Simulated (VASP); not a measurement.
# Si2C (P-3m1) in VASP: single point with PBEsol

Aim: the single point of Si2C with PBEsol.

All numbers are computed with VASP 6.6.1; they aren't measurements. Logs are shortened: lines on timing, memory, paths and dates and some standing lists are left out, and cuts for length are marked.

### 1 The cell of the first run

It takes space group P-3m1 (No. 164, trigonal). The conventional cell has a = 3.211 Å, b = 3.211 Å, c = 8.845 Å, α = 90.00°, β = 90.00°, γ = 120.00°. Within 2.2 Å of C (site symmetry 3m) lie 1 C at 1.63 Å and 3 Si at 1.96 Å. Si (site symmetry 3m) has 4 Si at 2.24 to 2.34 Å within 3.0 Å. Si (site symmetry 3m) has 3 C at 1.96 Å and 1 Si at 2.34 Å within 2.6 Å.

### 2 Single point, PBEsol

INCAR

```
PREC     = Accurate       # precision mode
ENCUT    = 520            # plane-wave cutoff, eV
EDIFF    = 1E-7           # SCF threshold, eV
ISMEAR   = -1             # smearing method
SIGMA    = 0.02           # smearing width, eV
LREAL    = F              # projectors in reciprocal space
LASPH    = T              # aspherical terms in the spheres
NELM     = 60             # most SCF steps
ALGO     = Normal         # electronic algorithm
ISIF     = 2              # what is computed and relaxed
LWAVE    = F              # write WAVECAR
LCHARG   = F              # write CHGCAR
GGA      = PS             # functional
ISYM     = 0            
NBANDS   = 21             # bands
```

KPOINTS

```
Automatic mesh
0
Gamma
  6 6 2
```

POSCAR

```
Si2C
1.0
    3.2107992482      0.0000000000      0.0000000000
   -1.6053996241      2.7806337154      0.0000000000
    0.0000000000      0.0000000000      8.8447487905
C Si
2 4
Direct
    0.0000000000      0.0000000000      0.9076288133
    0.0000000000      0.0000000000      0.0923711867
    0.6666666667      0.3333333333      0.5710225381
    0.3333333333      0.6666666667      0.1646860694
    0.6666666667      0.3333333333      0.8353139306
    0.3333333333      0.6666666667      0.4289774619
```

Potentials or basis: VASP PAW PBE potentials, release 64 (C, Si).

Launch:

```
cat potpaw_PBE.64/C/POTCAR potpaw_PBE.64/Si/POTCAR > POTCAR
mpirun -np 1 vasp_std > vasp.out
```

OUTCAR:

```text
PREC = Accurate
   ENCUT = 520
   EDIFF = 1E-7
   ISMEAR = -1
   LREAL = F
   LASPH = T
   NELM = 60
   ISIF = 2
   GGA = PS
   ISYM = 0

 ion  position               nearest neighbor table
   1  0.000  0.000  0.908-   2 1.63   5 1.96   5 1.96   5 1.96
   2  0.000  0.000  0.092-   1 1.63   4 1.96   4 1.96   4 1.96
   3  0.667  0.333  0.571-   6 2.24   6 2.24   6 2.24   5 2.34
   4  0.333  0.667  0.165-   2 1.96   2 1.96   2 1.96   6 2.34
   5  0.667  0.333  0.835-   1 1.96   1 1.96   1 1.96   3 2.34
   6  0.333  0.667  0.429-   3 2.24   3 2.24   3 2.24   4 2.34

IMPORTANT INFORMATION: All symmetrisations will be switched off!
NOSYMM: (Re-)initialisation of all symmetry stuff for point group C_1.

----------------------------------------------------------------------------------------

                                     Primitive cell

  volume of cell :      78.9664

  direct lattice vectors                    reciprocal lattice vectors
     3.210799248  0.000000000  0.000000000     0.311448933  0.179815125  0.000000000
    -1.605399624  2.780633715  0.000000000     0.000000000  0.359630251  0.000000000
     0.000000000  0.000000000  8.844748791     0.000000000  0.000000000  0.113061436

  length of vectors
     3.210799248  3.210799248  8.844748791     0.359630251  0.359630251  0.113061436

  position of ions in fractional coordinates (direct lattice)
     0.000000000  0.000000000  0.907628813
     0.000000000  0.000000000  0.092371187
     0.666666667  0.333333333  0.571022538
     0.333333333  0.666666667  0.164686069
     0.666666667  0.333333333  0.835313931
     0.333333333  0.666666667  0.428977462

  ion indices of the primitive-cell ions
   primitive index   ion index
                 1           1
                 2           2
                 3           3
                 4           4
                 5           5
                 6           6

----------------------------------------------------------------------------------------

 KPOINTS: Automatic mesh

Automatic generation of k-mesh.
 Grid dimensions read from file:
 generate k-points for:    6    6    2

 Generating k-lattice:

  Cartesian coordinates                     Fractional coordinates (reciprocal lattice)
     0.051908156  0.029969188  0.000000000     0.166666667 -0.000000000  0.000000000
     0.000000000  0.059938375  0.000000000     0.000000000  0.166666667  0.000000000
     0.000000000  0.000000000  0.056530718     0.000000000  0.000000000  0.500000000

  Length of vectors
     0.059938375  0.059938375  0.056530718

  Shift w.r.t. Gamma in fractional coordinates (k-lattice)
     0.000000000  0.000000000  0.000000000

 Subroutine IBZKPT returns following result:
 ===========================================

 Found     40 irreducible k-points:

 Following reciprocal coordinates:
            Coordinates               Weight
  0.000000  0.000000  0.000000      1.000000
  0.166667 -0.000000  0.000000      2.000000
  0.000000  0.166667  0.000000      2.000000
 -0.166667  0.166667  0.000000      2.000000
  0.333333  0.000000  0.000000      2.000000
  0.000000  0.333333  0.000000      2.000000
[... 16 lines left out ...]
  0.000000  0.166667  0.500000      2.000000
 -0.166667  0.166667  0.500000      2.000000
 [... further k-points ...]
   k-points           NKPTS =     40   k-points in BZ     NKDIM =     40   number of bands    NBANDS=     21
   number of dos      NEDOS =    301   number of ions     NIONS =      6
   total plane-waves  NPLWV =  40320
   dimension x,y,z NGX =    24 NGY =   24 NGZ =   70
   dimension x,y,z NGXF=    48 NGYF=   48 NGZF=  140
   ions per type =               2   4
   NGX,Y,Z   is equivalent  to a cutoff of  12.43, 12.43, 13.16 a.u.
   NGXF,Y,Z  is equivalent  to a cutoff of  24.85, 24.85, 26.31 a.u.
 SYSTEM =  unknown system
   PREC   = accura    normal or accurate (medium, high low for compatibility)
   ISTART =      0    job   : 0-new  1-cont  2-samecut
   ICHARG =      2    charge: 1-file 2-atom 10-const
   ISPIN  =      1    spin polarized calculation?
   LNONCOLLINEAR =      F non collinear calculations
   LSORBIT =      F    spin-orbit coupling
   LASPH  =      T    aspherical Exc in radial PAW
   ENCUT  =  520.0 eV  38.22 Ry    6.18 a.u.   5.97  5.97 16.45*2*pi/ulx,y,z
   NELM   =     60;   NELMIN=  2; NELMDL= -5     # of ELM steps
   EDIFF  = 0.1E-06   stopping-criterion for ELM
   LREAL  =      F    real-space projection
   EDIFFG = 0.1E-05   stopping-criterion for IOM
   NSW    =      0    number of steps for IOM
   IBRION =     -1    ionic relax: 0-MD 1-quasi-New 2-CG
   NFREE  =      0    steps in history (QN), initial steepest desc. (CG)
   ISIF   =      2    stress and relaxation
   ISYM   =      0    0-nonsym 1-usesym 2-fastsym
   POTIM  = 0.5000    time-step for ionic-motion
   TEBEG  =    0.0;   TEEND  =   0.0 temperature during run
   PSTRESS=    0.0 pullay stress
   NELECT =      24.0000    total number of electrons
   NUPDOWN=      -1.0000    fix difference up-down
   EMIN   =  10.00;   EMAX   =-10.00  energy-range for DOS
   EFERMI =   0.00;   METHOD = LEGACY
   ISMEAR =    -1;   SIGMA  =   0.02  broadening in eV -4-tet -1-fermi 0-gaus
   EFERMI_NEDOS =   21; number of points for ismear=-14 and -15
   IALGO  =     38    algorithm
   IMIX   =      4    mixing-type and parameters
     AMIX     =   0.40;   BMIX     =  1.00
     AMIX_MAG =   1.60;   BMIX_MAG =  1.00
  volume/ion in A,a.u.               =      13.16        88.82
  Fermi-wavevector in a.u.,A,eV,Ry     =   1.100689  2.080000 16.483665  1.211515
  Thomas-Fermi vector in A             =   2.237104
   LORBIT       =      0    0 simple, 1 ext, 2 COOP (PROOUT), +10 PAW based schemes
   GGA     = PS    functional components
   LHFCALC =     F    Hartree Fock is set to
   AEXX    =    0.0000 exact exchange contribution
   IVDW    =     0    specifies the selected vdW correction
   LEPSILON=     F    determine dielectric tensor
   LRPA    =     F    only Hartree local field effects (RPA)
 non-spin polarized calculation
  energy-cutoff  :      520.00
  volume of cell :       78.97
 maximum number of plane-waves:      2166
   NGX = 11   NGY = 11   NGZ = 33

 number of electron      24.0000001 magnetization

 Free energy of the ion-electron system (eV)
  ---------------------------------------------------
  ext. energy  EPLUGINS =         0.00000000
  ---------------------------------------------------
  free energy    TOTEN  =       -40.46873582 eV

  energy without entropy =      -40.46686235  energy(sigma->0) =      -40.46779909

 E-fermi :   8.6165     XC(G=0): -10.8178

 val. band max:        8.5045593454   @ k =   0.3333   0.1667   0.0000
 cond. band min:       8.6464137881   @ k =   0.3333   0.3333   0.0000
 fundamental gap:      0.1418544427
 Fermi energy:         8.6165237292

 k-point     1 :       0.0000    0.0000    0.0000
  band No.  band energies     occupation
      1      -8.1553      2.00000
      2      -5.0788      2.00000
      3      -4.6914      2.00000
      4       0.1334      2.00000
      5       0.8967      2.00000
      6       4.8640      2.00000
[... 13 lines left out ...]
     20      14.1756      0.00000
     21      14.1756      0.00000

 k-point     2 :       0.1667   -0.0000    0.0000
  band No.  band energies     occupation
      1      -7.7629      2.00000
      2      -4.6436      2.00000
      3      -4.2061      2.00000
      4       0.3695      2.00000
      5       1.2484      2.00000
      6       3.1274      2.00000
[... 13 lines left out ...]
     20      13.9682      0.00000
     21      14.6873      0.00000

 k-point     3 :       0.0000    0.1667    0.0000
  band No.  band energies     occupation
      1      -7.7629      2.00000
      2      -4.6436      2.00000
      3      -4.2061      2.00000
      4       0.3695      2.00000
      5       1.2484      2.00000
      6       3.1274      2.00000
[... 13 lines left out ...]
     20      13.9682      0.00000
     21      14.6873      0.00000

 k-point     4 :      -0.1667    0.1667    0.0000
  band No.  band energies     occupation
      1      -7.7629      2.00000
      2      -4.6436      2.00000
      3      -4.2061      2.00000
      4       0.3695      2.00000
      5       1.2484      2.00000
      6       3.1274      2.00000
[... 13 lines left out ...]
     20      13.9682      0.00000
     21      14.6873      0.00000

 k-point     5 :       0.3333    0.0000    0.0000
  band No.  band energies     occupation
      1      -6.7072      2.00000
      2      -3.4210      2.00000
      3      -2.8141      2.00000
      4      -0.3401      2.00000
      5       1.3122      2.00000
      6       2.1894      2.00000
[... 13 lines left out ...]
     20      14.5485      0.00000
     21      14.6597      0.00000
[... 382 lines left out ...]
     20      13.9353      0.00000
     21      13.9360      0.00000

 k-point    22 :       0.1667   -0.0000    0.5000
  band No.  band energies     occupation
      1      -7.7506      2.00000
      2      -5.0454      2.00000
      3      -3.4959      2.00000
      4      -0.9318      2.00000
      5       2.8976      2.00000
      6       3.8007      2.00000
[... 13 lines left out ...]
     20      14.1900      0.00000
     21      14.8258      0.00000

 k-point    23 :       0.0000    0.1667    0.5000
  band No.  band energies     occupation
      1      -7.7506      2.00000
      2      -5.0454      2.00000
      3      -3.4959      2.00000
      4      -0.9318      2.00000
      5       2.8976      2.00000
      6       3.8007      2.00000
[... 13 lines left out ...]
     20      14.1900      0.00000
     21      14.8258      0.00000

 k-point    24 :      -0.1667    0.1667    0.5000
  band No.  band energies     occupation
      1      -7.7506      2.00000
      2      -5.0454      2.00000
      3      -3.4959      2.00000
      4      -0.9318      2.00000
      5       2.8976      2.00000
      6       3.8007      2.00000
[... 13 lines left out ...]
     20      14.1900      0.00000
     21      14.8258      0.00000

 [... further k-points ...]

------------------------ aborting loop because EDIFF is reached ----------------------------------------

  FORCE on cell =-STRESS in cart. coord.  units (eV):
  Direction    XX          YY          ZZ          XY          YZ          ZX
  --------------------------------------------------------------------------------------
  -------------------------------------------------------------------------------------
  Total       -0.7667817     -0.7667816      0.1574166     -0.0000004     -0.0000002     -0.0000008
  in kB      -15.5575024    -15.5574999      3.1938802     -0.0000071     -0.0000044     -0.0000156
  external PRESSURE =      -9.3070407 kB  Pullay stress =       0.0000000 kB

 VOLUME and BASIS-vectors are now :
 -----------------------------------------------------------------------------
  energy-cutoff  :      520.00
  volume of cell :       78.97
      direct lattice vectors                 reciprocal lattice vectors
     3.210799248  0.000000000  0.000000000     0.311448933  0.179815125  0.000000000
    -1.605399624  2.780633715  0.000000000     0.000000000  0.359630251  0.000000000
     0.000000000  0.000000000  8.844748791     0.000000000  0.000000000  0.113061436

 POSITION                                       TOTAL-FORCE (eV/Angst)
 -----------------------------------------------------------------------------------
      0.00000      0.00000      8.02775         0.000000     -0.000001      0.295418
      0.00000      0.00000      0.81700        -0.000000      0.000001     -0.295418
      1.60540      0.92688      5.05055         0.000000      0.000000      0.622816
     -0.00000      1.85376      1.45661         0.000000      0.000000     -0.000903
      1.60540      0.92688      7.38814        -0.000000      0.000000      0.000901
     -0.00000      1.85376      3.79420        -0.000000     -0.000000     -0.622815
 -----------------------------------------------------------------------------------
    total drift:                               -0.000001      0.000000     -0.000001

  FREE ENERGIE OF THE ION-ELECTRON SYSTEM (eV)
  ---------------------------------------------------
  free  energy   TOTEN  =       -40.4687358217 eV

  energy  without entropy=      -40.4668623496  energy(sigma->0) =      -40.46779909
```

It took 65 s on 1 thread of Intel Xeon 8259CL, shared host; peak memory 0.21 GiB.

What came out:

- Free energy: -40.4687 eV
- Pressure: -0.9 GPa
- Largest force: 0.623 eV/Å
- Band gap on the k mesh: zero (bands 12 and 13 overlap by 2.65 eV)

Forces on the atoms (eV/Å):
```
C    0.000  0.000  0.295
C    0.000  0.000 -0.295
Si   0.000  0.000  0.623
Si   0.000  0.000 -0.001
Si   0.000  0.000  0.001
Si   0.000  0.000 -0.623
```

Levels at points of the mesh, in eV from the Fermi level:
```
           k point  band 8  band 9  band 10  band 11  band 12  band 13  band 14  band 15  band 16  band 17
(0.00, 0.00, 0.00)   -2.39   -1.17    -1.17     0.88     1.31     1.70     1.70     3.90     4.27     4.27
(0.50, 0.00, 0.00)   -5.30   -4.22    -3.96    -2.73    -1.01    -0.98     0.42     2.33     2.55     3.03
(0.00, 0.50, 0.00)   -5.30   -4.22    -3.96    -2.73    -1.01    -0.98     0.42     2.33     2.55     3.03
(0.50, 0.50, 0.00)   -5.30   -4.22    -3.96    -2.73    -1.01    -0.98     0.42     2.33     2.55     3.03
(0.00, 0.00, 0.50)   -3.75   -1.17    -1.17     1.30     1.68     1.68     2.27     3.88     4.07     4.07
(0.50, 0.00, 0.50)   -5.32   -5.29    -2.79    -2.79    -0.90     0.15     0.73     0.89     2.03     2.74
(0.00, 0.50, 0.50)   -5.32   -5.29    -2.79    -2.79    -0.90     0.15     0.73     0.89     2.03     2.74
(0.50, 0.50, 0.50)   -5.32   -5.29    -2.79    -2.79    -0.90     0.15     0.73     0.89     2.03     2.74
```

Caveat: the k points lie up to 0.38 Å⁻¹ apart, too coarse for converged energies and pressures of a metal; the PAW data sets were made with another functional, which shifts forces and pressure a little.
